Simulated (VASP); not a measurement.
Set up this calculation in VASP 6.6.1, as the native input.

```
Task                   : relaxation of cell and atoms
Functional             : PBE
Potentials or basis    : VASP PAW PBE potentials, release 64 (Al, Ru_pv)
Cutoff                 : 500 eV
k mesh                 : 6 × 6 × 6
Occupations            : gaussian, width 0.1 eV
Spin                   : no spin polarisation
Dipole correction      : no
Further INCAR settings : ALGO = Normal; EDIFF = 1e-07; IBRION = 2; EDIFFG = -0.04; NSW = 60; ISIF = 3
```

The structure of AlRu lies in POSCAR:

```
AlRu
1.0
    2.9824955500      0.0000000000      0.0000000000
    0.0000000000      2.9824955500      0.0000000000
    0.0000000000      0.0000000000      2.9824955500
Al Ru
1 1
Direct
    0.0000000000      0.0000000000      0.0000000000
    0.5000000000      0.5000000000      0.5000000000
```

One way to write it, as run:

INCAR

```
PREC = Accurate
ENCUT = 500
EDIFF = 1E-7
ISMEAR = 0
SIGMA = 0.1
LREAL = F
LASPH = T
NELM = 120
ALGO = Normal
ISIF = 3
LWAVE = F
LCHARG = F
GGA = PE
IBRION = 2
NSW = 60
EDIFFG = -0.04
GGA_COMPAT = F
NELMIN = 4
```

KPOINTS

```
regular mesh
0
Gamma
  6 6 6
```

Potentials or basis: VASP PAW PBE potentials, release 64 (Al, Ru_pv).

Command:

```bash
$ cat potpaw_PBE.64/Al/POTCAR potpaw_PBE.64/Ru_pv/POTCAR > POTCAR
$ mpirun -np 1 vasp_std > vasp.out
```

It gave:

| Property | Result |
| --- | --- |
| Relaxed volume | 13.55 Å³/atom |
| Relaxed cell | a = 3.004 Å, b = 3.004 Å, c = 3.004 Å, α = 90.00°, β = 90.00°, γ = 90.00° |
| Space group after relaxing (to 0.05 Å) | Pm-3m (No. 221) |
| Energy gained by relaxing | 3.9 meV/atom |
| Ionic steps | 3 |
| Pressure after relaxing | 0.0 GPa |

It took 10 s on 1 thread of AMD EPYC 9R45 96-Core Processor (Zen 5), with other jobs on the host, peak memory 0.11 GiB.
